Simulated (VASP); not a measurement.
Crystal: Cu.

```
Cu
1.0
     0.00000    1.81000    1.81000
     1.81000    0.00000    1.81000
     1.81000    1.81000    0.00000
Cu
1
Direct
  0.00000 0.00000 0.00000
```

```yaml
Program: VASP 6.6.1
Task: relaxation of cell and atoms
Functional: r2SCAN
Potentials_or_basis: VASP PAW PBE potentials, release 64 (Cu)
Cutoff: 660 eV
k_mesh: 12 × 12 × 12
Occupations: fermi-dirac, width 0.1 eV
Spin: no spin polarisation
```

At the start: pressure -5.0 GPa; volume 11.86 Å³/atom.

Q: Where does the relaxation end?

A: Over 3 steps the energy falls by 5.9 meV/atom and the volume is 11.49 Å³/atom (-3.2 %); space group Fm-3m (No. 225, to 0.1 Å) before and after.

The path:
| step | energy change (eV) | largest force (eV/Å) | pressure (GPa) | volume (Å³) |
| --- | --- | --- | --- | --- |
| 1 | 0.0000 | 0.0000 | -5.01 | 11.86 |
| 2 | -0.0032 | 0.0000 | 3.55 | 11.23 |
| 3 | -0.0059 | 0.0000 | -0.07 | 11.49 |

Final structure:
```cif
data_structure
_symmetry_space_group_name_H-M 'P 1'
_symmetry_Int_Tables_number 1
_cell_length_a 2.5325
_cell_length_b 2.5325
_cell_length_c 2.5325
_cell_angle_alpha 60.000
_cell_angle_beta 60.000
_cell_angle_gamma 60.000
_cell_volume 11.49
loop_
_atom_site_label
_atom_site_type_symbol
_atom_site_fract_x
_atom_site_fract_y
_atom_site_fract_z
_atom_site_occupancy
Cu1 Cu 0.00000 0.00000 0.00000 1
```

Caveat: the PAW data sets were made with another functional, which shifts forces and pressure a little.
